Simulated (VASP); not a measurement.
Here is a VASP 6.6.1 calculation.

The input POSCAR:

```
Pb
1.0
    0.0000000000      2.4946408835      2.4946408835
    2.4946408835      0.0000000000      2.4946408835
    2.4946408835      2.4946408835      0.0000000000
Pb
1
Direct
    0.0000000000      0.0000000000      0.0000000000
```

File INCAR.step1:

```
  PREC = Accurate
  ENCUT = 520
  ISMEAR = 1
  SIGMA = 0.01
  LREAL = False
  LASPH = True
  NELM = 60
  NBANDS = 13
  GGA = PE
  ALGO = Normal
  EDIFF = 1E-4
  LWAVE = True
  LCHARG = False
```

The input INCAR.step2:

```
  PREC = Accurate
  ENCUT = 520
  EDIFF = 1E-7
  ISMEAR = 1
  SIGMA = 0.01
  LREAL = False
  LASPH = True
  NELM = 60
  ALGO = Normal
  ISIF = 2
  LWAVE = False
  LCHARG = True
  METAGGA = R2SCAN
  LMIXTAU = True
  LELF = True
  LVHAR = True
  NBANDS = 13
  ISTART = 1
```

KPOINTS

```
Automatic mesh
0
Gamma
  11 11 11
```

Potentials or basis: VASP PAW PBE potentials, release 64 (Pb_d).

Launch:

```bash
$ cat potpaw_PBE.64/Pb_d/POTCAR > POTCAR
$ cp INCAR.step1 INCAR
$ mpirun -np 1 vasp_std > vasp.out
$ cp INCAR.step2 INCAR
$ mpirun -np 1 vasp_std > vasp.out
```

**Question.** Estimate the pressure.

**Answer.** 0.0 GPa.

**Question.** Estimate the band gap on the k mesh.

**Answer.** Zero (band 7 reaches 14.50 eV, above the bottom of band 8 at 5.53 eV).

Caveat: the PAW data sets were made with another functional, which shifts forces and pressure a little; spin-orbit coupling is left out, which moves the levels of the heavy elements.
